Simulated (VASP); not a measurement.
Wanted: the native input for a VASP 6.6.1 run.

* Task: single point
* Functional: LDA
* Potentials or basis: VASP PAW LDA potentials, release 64 (Ga_d, As)
* Cutoff: 500 eV
* k mesh: 12 × 12 × 12
* Occupations: gaussian, width 0.1 eV
* Spin: no spin polarisation
* Dipole correction: no
* Further INCAR settings: ALGO = Normal; EDIFF = 1e-06; NBANDS = 16

The structure of GaAs lies in POSCAR:

```
GaAs
1.0
    0.0000000000      2.8017172941      2.8017172941
    2.8017172941      0.0000000000      2.8017172941
    2.8017172941      2.8017172941      0.0000000000
Ga As
1 1
Direct
    0.0000000000      0.0000000000      0.0000000000
    0.7500000000      0.7500000000      0.7500000000
```

These files were run (other wordings do the same):

INCAR

```
SYSTEM = GaAs
ALGO = Normal
EDIFF = 1E-6
ENCUT = 500
GGA = CA
GGA_COMPAT = .False.
ISIF = 2
ISMEAR = 0
LASPH = .True.
LCHARG = .False.
LREAL = .False.
LWAVE = .False.
NBANDS = 16
NELM = 120
PREC = Accurate
SIGMA = 0.1
```

KPOINTS

```
k-points
0
Gamma
  12 12 12
  0 0 0
```

Potentials or basis: VASP PAW LDA potentials, release 64 (Ga_d, As).

Launch:

```console
$ cat potpaw_LDA.64/Ga_d/POTCAR potpaw_LDA.64/As/POTCAR > POTCAR
$ mpirun -np 1 vasp_std > vasp.out
```

Results of the run:

- Pressure: 0.3 GPa
- Band gap on the k mesh: 0.54 eV, direct

Wall time 22 s on 1 thread of Intel(R) Xeon(R) 6975P-C (Granite Rapids) (shared host), peak memory 0.18 GiB.
